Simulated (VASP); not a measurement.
The system is Si5Ru.

```
CELL_PARAMETERS angstrom
0.00000 3.57963 3.57963
3.57963 0.00000 3.57963
3.57963 3.57963 0.00000
ATOMIC_POSITIONS crystal
Si 0.37197 0.87601 0.87601
Si 0.87601 0.87601 0.87601
Si 0.25000 0.25000 0.25000
Si 0.87601 0.87601 0.37197
Si 0.87601 0.37197 0.87601
Ru 0.50000 0.50000 0.50000
```

The cell was built from a structure type or drawn by symmetry, and may not be a known phase.

| Property | Result |
| --- | --- |
| Program | VASP 6.6.1 |
| Task | relaxation of cell and atoms |
| Functional | PBE |
| Potentials or basis | VASP PAW PBE potentials, release 64 (Si, Ru_pv) |
| Cutoff | 600 eV |
| k mesh | 4 × 4 × 4 |
| Occupations | gaussian, width 0.1 eV |
| Spin | no spin polarisation |

At the start: pressure -5.0 GPa; volume 15.29 Å³/atom.

**Question.** Where does the relaxation end?

**Answer.** Over 4 steps the energy falls by 15.9 meV/atom and the volume is 14.46 Å³/atom (-5.4 %); space group F-43m (No. 216, to 0.1 Å) before and after.

The path:
```
step  energy change (eV)  largest force (eV/Å)  pressure (GPa)  volume (Å³)
   1              0.0000                0.3730           -4.97        91.74
   2             -0.0899                0.1748            1.26        85.59
   3             -0.0954                0.0463           -0.08        86.69
   4             -0.0953                0.0353           -0.19        86.79
```

Final structure:
```
Si Ru
1.0
     0.00000    3.51404    3.51404
     3.51404    0.00000    3.51404
     3.51404    3.51404    0.00000
Si Ru
5 1
Direct
  0.37544 0.87485 0.87485
  0.87485 0.87485 0.87485
  0.25000 0.25000 0.25000
  0.87485 0.87485 0.37544
  0.87485 0.37544 0.87485
  0.50000 0.50000 0.50000
```

Caveat: the k points lie up to 0.39 Å⁻¹ apart in the final cell.
